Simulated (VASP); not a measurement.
Here is a VASP 6.6.1 calculation.

POSCAR

```
Ti2AlC
1.0
    3.1470643943      0.0000000000      0.0000000000
   -1.5735321971      2.7254377128      0.0000000000
    0.0000000000      0.0000000000     14.2176789017
Ti Al C
4 2 2
Direct
    0.3333333333      0.6666666667      0.0803490655
    0.6666666667      0.3333333333      0.5803490655
    0.6666666667      0.3333333333      0.9196509345
    0.3333333333      0.6666666667      0.4196509345
    0.3333333333      0.6666666667      0.7500000000
    0.6666666667      0.3333333333      0.2500000000
    0.0000000000      0.0000000000      0.0000000000
    0.0000000000      0.0000000000      0.5000000000
```

File INCAR.step1:

```
SYSTEM = Ti2AlC
ALGO = Normal
EDIFF = 1E-4
ENCUT = 520
GGA = PE
ISMEAR = 0
LASPH = .True.
LCHARG = .False.
LREAL = .False.
LWAVE = .True.
NBANDS = 41
NELM = 80
PREC = Accurate
SIGMA = 0.1
```

File INCAR.step2:

```
SYSTEM = Ti2AlC
ALGO = Normal
EDIFF = 1E-6
ENCUT = 520
ISIF = 2
ISMEAR = 0
ISTART = 1
LASPH = .True.
LCHARG = .True.
LELF = .True.
LMIXTAU = .True.
LREAL = .False.
LVHAR = .True.
LWAVE = .False.
METAGGA = R2SCAN
NBANDS = 41
NELM = 80
PREC = Accurate
SIGMA = 0.1
```

Contents of KPOINTS:

```
k-points
0
Gamma
  12 12 4
  0 0 0
```

Potentials or basis: VASP PAW PBE potentials, release 64 (Ti_sv, Al, C).

The run is started by

```sh
$ cat potpaw_PBE.64/Ti_sv/POTCAR potpaw_PBE.64/Al/POTCAR potpaw_PBE.64/C/POTCAR > POTCAR
$ cp INCAR.step1 INCAR
$ mpirun -np 1 vasp_std > vasp.out
$ cp INCAR.step2 INCAR
$ mpirun -np 1 vasp_std > vasp.out
```

**Question.** Predict the pressure.

**Answer.** -11.0 GPa.

**Question.** Estimate the largest force.

**Answer.** 0.089 eV/Å.

Forces in eV/Å, atoms in the order of the input:
```
Ti   0.000  0.000  0.089
Ti   0.000  0.000  0.089
Ti   0.000  0.000 -0.089
Ti   0.000  0.000 -0.089
Al   0.000  0.000  0.000
Al   0.000  0.000  0.000
C    0.000  0.000  0.000
C    0.000  0.000  0.000
```

Caveat: the cell stands under tension; the PAW data sets were made with another functional, which shifts forces and pressure a little.
